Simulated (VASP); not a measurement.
Write the native input for VASP 6.6.1 that does the following.

```yaml
Task: electric field gradients
Functional: PBE
Potentials_or_basis: VASP PAW PBE potentials, release 64 (Ta_pv)
Cutoff: 520 eV
k_mesh: 17 × 17 × 17
Occupations: fermi-dirac, width 0.08 eV
Spin: no spin polarisation
Dipole_correction: no
Further_INCAR_settings: ALGO = Normal; EDIFF = 1e-08; NBANDS = 12
```

The structure of Ta lies in POSCAR:

```
Ta
1.0
   -1.6401972500      1.6401972500      1.6401972500
    1.6401972500     -1.6401972500      1.6401972500
    1.6401972500      1.6401972500     -1.6401972500
Ta
1
Direct
    0.0000000000      0.0000000000      0.0000000000
```

This cell differs from its parent crystal: volume scaled by 0.98.

One way to write it, as run:

INCAR

```
SYSTEM = Ta
PREC = Accurate
ENCUT = 520
EDIFF = 1E-8
ISMEAR = -1
SIGMA = 0.08
LREAL = .False.
LASPH = .True.
NELM = 60
ALGO = Normal
ISIF = 2
LWAVE = .False.
LCHARG = .False.
GGA = PE
LEFG = .True.
NBANDS = 12
```

KPOINTS

```
Automatic mesh
0
Gamma
  17 17 17
  0 0 0
```

Potentials or basis: VASP PAW PBE potentials, release 64 (Ta_pv).

The run is started by

```bash
$ cat potpaw_PBE.64/Ta_pv/POTCAR > POTCAR
$ mpirun -np 1 vasp_std > vasp.out
```

Results of the run:

The pressure is 7.6 GPa.

Caveat: without QUAD_EFG the Cq values of the log hold for a quadrupole moment of 1 mb, not for the nuclei.

Run time: 48 s on 1 thread of AMD EPYC 7R43 64-Core Processor (Zen 3), with other jobs on the host, peak memory 0.13 GiB.
